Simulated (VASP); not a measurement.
# WS2 in VASP: further runs, part 3 of 3

VASP 6.6.1. The steps go on from the part before.

## Step 5: Single point, LDA

This run uses another cell than the first one.

INCAR

```
  PREC = Accurate
  ENCUT = 400
  EDIFF = 1E-6
  ISMEAR = 0
  SIGMA = 0.02
  LREAL = False
  LASPH = True
  NELM = 120
  ALGO = Normal
  ISIF = 2
  LWAVE = False
  LCHARG = False
  LDIPOL = True
  IDIPOL = 3
  DIPOL = 0.5 0.5 0.351
  NBANDS = 20
  GGA_COMPAT = False
  NELMDL = -8
```

KPOINTS

```
regular mesh
0
Gamma
  12 12 1
```

POSCAR

```
WS2
1.0
    3.1567440112      0.0000000000      0.0000000000
   -1.5783720056      2.7338205070      0.0000000000
    0.0000000000      0.0000000000     30.0799999992
S W
2 1
Direct
    0.6666666667      0.3333333333      0.2999013048
    0.6666666667      0.3333333333      0.4028912484
    0.3333333333      0.6666666667      0.3513962766
```

Potentials or basis: VASP PAW LDA potentials, release 64 (S, W_sv).

Launch:

```console
$ cat potpaw_LDA.64/S/POTCAR potpaw_LDA.64/W_sv/POTCAR > POTCAR
$ mpirun -np 1 vasp_std > vasp.out
```

OUTCAR:

```text
PREC = Accurate
   ENCUT = 400
   EDIFF = 1E-6
   ISMEAR = 0
   LREAL = False
   LASPH = True
   NELM = 120
   ISIF = 2
   NELMDL = -8

 ion  position               nearest neighbor table
   1  0.667  0.333  0.300-   3 2.39   3 2.39   3 2.39
   2  0.667  0.333  0.403-   3 2.39   3 2.39   3 2.39
   3  0.333  0.667  0.351-   1 2.39   2 2.39   1 2.39   2 2.39   1 2.39   2 2.39

  LATTYP: Found a hexagonal cell.
 ALAT       =     3.1567440112
 C/A-ratio  =     9.5288055960

  Lattice vectors:

 A1 = (   3.1567440112,   0.0000000000,   0.0000000000)
 A2 = (  -1.5783720056,   2.7338205070,   0.0000000000)
 A3 = (   0.0000000000,   0.0000000000,  30.0799999992)

Analysis of symmetry for initial positions (statically):
=====================================================================
 Subroutine PRICEL returns:
 Original cell was already a primitive cell.

 Routine SETGRP: Setting up the symmetry group for a
 hexagonal supercell.

 Subroutine GETGRP returns: Found 12 space group operations
 (whereof  6 operations were pure point group operations)
 out of a pool of 24 trial point group operations.

The static configuration has the point symmetry C_3v.
 The point group associated with its full space group is D_3h.

Analysis of symmetry for dynamics (positions and initial velocities):
=====================================================================
 Subroutine PRICEL returns:
 Original cell was already a primitive cell.

 Routine SETGRP: Setting up the symmetry group for a
 hexagonal supercell.

 Subroutine GETGRP returns: Found 12 space group operations
 (whereof  6 operations were pure point group operations)
 out of a pool of 24 trial point group operations.

The dynamic configuration has the point symmetry C_3v.
 The point group associated with its full space group is D_3h.

 Subroutine INISYM returns: Found 12 space group operations
 (whereof  6 operations are pure point group operations),
 and found     1 'primitive' translations

----------------------------------------------------------------------------------------
[... 116 lines left out ...]
   AEXX    =    0.0000 exact exchange contribution
   IVDW    =     0    specifies the selected vdW correction
   LEPSILON=     F    determine dielectric tensor
   LRPA    =     F    only Hartree local field effects (RPA)
 non-spin polarized calculation
 Gauss-broadening in eV      SIGMA  =   0.02
  energy-cutoff  :      400.00
  volume of cell :      259.59
 maximum number of plane-waves:      4743
 NGX is ok and might be reduce to    24
   NGX = 11   NGY = 11   NGZ = 99

 dipolmoment           0.000000      0.000000     -0.000000 electrons x Angstroem

 number of electron      25.9999997 magnetization

 dipolmoment           0.000000      0.000000      0.000010 electrons x Angstroem

 Free energy of the ion-electron system (eV)
  ---------------------------------------------------
  ext. energy  EPLUGINS =         0.00000000
  ---------------------------------------------------
  free energy    TOTEN  =       -26.14316074 eV

  energy without entropy =      -26.14316074  energy(sigma->0) =      -26.14316074

 E-fermi :  -3.2248     XC(G=0):  -2.6623

 val. band max:       -3.3915175774   @ k =   0.3333   0.3333   0.0000
 cond. band min:      -1.5395015668   @ k =   0.3333   0.3333   0.0000
 fundamental gap:      1.8520160106
 Fermi energy:        -3.2248289859

 k-point     1 :       0.0000    0.0000    0.0000
  band No.  band energies     occupation
      1     -76.8614      2.00000
      2     -41.3994      2.00000
      3     -41.2147      2.00000
      4     -41.2147      2.00000
      5     -18.1921      2.00000
      6     -16.4383      2.00000
[... 426 lines left out ...]
     19       3.7824      0.00000
     20       5.9151      0.00000

------------------------ aborting loop because EDIFF is reached ----------------------------------------

 vacuum level on the upper side and lower side of the slab       (xc-potential included)        -0.007        -0.008

  FORCE on cell =-STRESS in cart. coord.  units (eV):
  Direction    XX          YY          ZZ          XY          YZ          ZX
  --------------------------------------------------------------------------------------
  -------------------------------------------------------------------------------------
  Total       -0.8637239     -0.8637239      0.1240437      0.0000000      0.0000000      0.0000000
  in kB       -5.3308726     -5.3308726      0.7655935      0.0000000      0.0000000      0.0000000
  external PRESSURE =      -3.2987173 kB  Pullay stress =       0.0000000 kB

 VOLUME and BASIS-vectors are now :
 -----------------------------------------------------------------------------
  energy-cutoff  :      400.00
  volume of cell :      259.59
      direct lattice vectors                 reciprocal lattice vectors
     3.156744011  0.000000000  0.000000000     0.316782101  0.182894231  0.000000000
    -1.578372006  2.733820507  0.000000000     0.000000000  0.365788462  0.000000000
     0.000000000  0.000000000 30.079999999     0.000000000  0.000000000  0.033244681

 POSITION                                       TOTAL-FORCE (eV/Angst)
 -----------------------------------------------------------------------------------
      1.57837      0.91127      9.02103         0.000000      0.000000     -0.048779
      1.57837      0.91127     12.11897        -0.000000      0.000000      0.048779
     -0.00000      1.82255     10.57000         0.000000     -0.000000      0.000000
 -----------------------------------------------------------------------------------
    total drift:                               -0.000000     -0.000000      0.000268

  FREE ENERGIE OF THE ION-ELECTRON SYSTEM (eV)
  ---------------------------------------------------
  free  energy   TOTEN  =       -26.1431607429 eV

  energy  without entropy=      -26.1431607429  energy(sigma->0) =      -26.14316074

 vacuum level on the upper side and lower side of the slab         2.583         2.583
```

It took 3.8 min on 1 thread of AMD EPYC 7R13, shared host; peak memory 0.25 GiB.

Results:

- Free energy: -26.1432 eV
- Largest force: 0.049 eV/Å
- Band gap on the k mesh: 1.85 eV

Forces on the atoms (eV/Å):
```
S    0.000  0.000 -0.049
S    0.000  0.000  0.049
W    0.000  0.000  0.000
```

Caveat: spin-orbit coupling is left out, which moves the levels of the heavy elements.

## Step 6: Single point, LDA

This run uses another cell than the first one.

INCAR

```
SYSTEM = WS2
ALGO = Normal
DIPOL = 0.5 0.5 0.351
EDIFF = 1E-6
ENCUT = 400
GGA = CA
GGA_COMPAT = .False.
IDIPOL = 3
ISIF = 2
ISMEAR = 0
LASPH = .True.
LCHARG = .False.
LDIPOL = .True.
LREAL = .False.
LWAVE = .False.
NBANDS = 20
NELM = 120
NELMDL = -8
PREC = Accurate
SIGMA = 0.02
```

KPOINTS

```
k-points
0
Gamma
  12 12 1
  0 0 0
```

POSCAR

```
WS2
1.0
    3.0629793376      0.0000000000      0.0000000000
   -1.5314896688      2.7067529772      0.0000000000
    0.0000000000      0.0000000000     30.0799999992
S W
2 1
Direct
    0.6662518728      0.3325037456      0.2991297980
    0.6662518728      0.3325037456      0.4036627552
    0.3341629210      0.6683258420      0.3513962766
```

Potentials or basis: VASP PAW LDA potentials, release 64 (S, W_sv).

Launch:

```console
$ cat potpaw_LDA.64/S/POTCAR potpaw_LDA.64/W_sv/POTCAR > POTCAR
$ mpirun -np 1 vasp_std > vasp.out
```

OUTCAR:

```text
SYSTEM = WS2
   EDIFF = 1E-6
   ENCUT = 400
   GGA = CA
   ISIF = 2
   ISMEAR = 0
   LASPH = .True.
   LREAL = .False.
   NELM = 120
   NELMDL = -8
   PREC = Accurate

 ion  position               nearest neighbor table
   1  0.666  0.333  0.299-   3 2.38   3 2.38   3 2.39
   2  0.666  0.333  0.404-   3 2.38   3 2.38   3 2.39
   3  0.334  0.668  0.351-   1 2.38   1 2.38   2 2.38   2 2.38   1 2.39   2 2.39

  LATTYP: Found a base centered orthorhombic cell.
 ALAT       =     3.0629793376
 B/A-ratio  =     1.7673987833
[... 756 lines left out ...]
  Direction    XX          YY          ZZ          XY          YZ          ZX
  --------------------------------------------------------------------------------------
  -------------------------------------------------------------------------------------
  Total        1.9297457      0.4662183      0.1317308      0.0000000      0.0000000      0.0000000
  in kB       12.3976722      2.9952247      0.8463059      0.0000000      0.0000000      0.0000000
  external PRESSURE =       5.4130676 kB  Pullay stress =       0.0000000 kB

 VOLUME and BASIS-vectors are now :
 -----------------------------------------------------------------------------
  energy-cutoff  :      400.00
  volume of cell :      249.39
      direct lattice vectors                 reciprocal lattice vectors
     3.062979338  0.000000000  0.000000000     0.326479512  0.184723174  0.000000000
    -1.531489669  2.706752977  0.000000000     0.000000000  0.369446347  0.000000000
     0.000000000  0.000000000 30.079999999     0.000000000  0.000000000  0.033244681

 POSITION                                       TOTAL-FORCE (eV/Angst)
 -----------------------------------------------------------------------------------
      1.53149      0.90001      8.99782        -0.000000     -0.000510     -0.050541
      1.53149      0.90001     12.14218        -0.000000     -0.000510      0.050541
      0.00000      1.80899     10.57000         0.000000      0.001020      0.000000
 -----------------------------------------------------------------------------------
    total drift:                               -0.000001      0.000784      0.000344

  FREE ENERGIE OF THE ION-ELECTRON SYSTEM (eV)
  ---------------------------------------------------
  free  energy   TOTEN  =       -26.1313058405 eV

  energy  without entropy=      -26.1313058405  energy(sigma->0) =      -26.13130584

 vacuum level on the upper side and lower side of the slab         2.670         2.670
```

Run time: 6.2 min. Hardware: 1 thread of AMD EPYC 7R13, shared host; peak memory 0.26 GiB.

What came out:

- Free energy: -26.1313 eV
- Largest force: 0.051 eV/Å
- Band gap on the k mesh: 1.94 eV (least direct gap 2.15 eV)

Forces on the atoms (eV/Å):
```
S    0.000 -0.001 -0.051
S    0.000 -0.001  0.051
W    0.000  0.001  0.000
```

Levels at points of the mesh, in eV from the valence-band top:
| k point | band 10 | band 11 | band 12 | band 13 | band 14 | band 15 | band 16 | band 17 |
| --- | --- | --- | --- | --- | --- | --- | --- | --- |
| (0.00, 0.00, 0.00) | -2.34 | -1.55 | -1.38 | -0.31 | 3.07 | 3.17 | 3.20 | 3.41 |
| (0.50, 0.00, 0.00) | -3.52 | -2.25 | -1.11 | -0.92 | 3.21 | 3.56 | 4.07 | 4.95 |
| (0.00, 0.50, 0.00) | -3.27 | -2.33 | -1.04 | -0.88 | 3.20 | 3.53 | 4.18 | 5.05 |

Caveat: spin-orbit coupling is left out, which moves the levels of the heavy elements.

## Step 7: Overview

```csv
cell,gap on the mesh (eV),largest force (eV/Å)
"a = 3.153, b = 3.153, c = 21.140 Å, angles 90.0, 90.0, 120.0°, 3 atoms, atomic positions A",1.92,0.35
"a = 3.094, b = 3.094, c = 30.080 Å, angles 90.0, 90.0, 120.0°, 3 atoms, atomic positions B",1.96,0.05
"a = 3.125, b = 3.125, c = 30.080 Å, angles 90.0, 90.0, 120.0°, 3 atoms, atomic positions B",2.00,0.05
"a = 3.157, b = 3.157, c = 30.080 Å, angles 90.0, 90.0, 120.0°, 3 atoms, atomic positions C",1.85,0.05
"a = 3.063, b = 3.110, c = 30.080 Å, angles 90.0, 90.0, 119.5°, 3 atoms, atomic positions B",1.94,0.05
```

Alike in all rows: task single point; level LDA; potentials or basis VASP PAW LDA potentials, release 64 (S, W_sv); no spin polarisation; k mesh 12 × 12 × 1; cutoff (eV) 400; smearing gaussian 0.02 eV.

Caveats: spin-orbit coupling is left out, which moves the levels of the heavy elements.

Absolute energies hang on the potentials; compare differences alone.
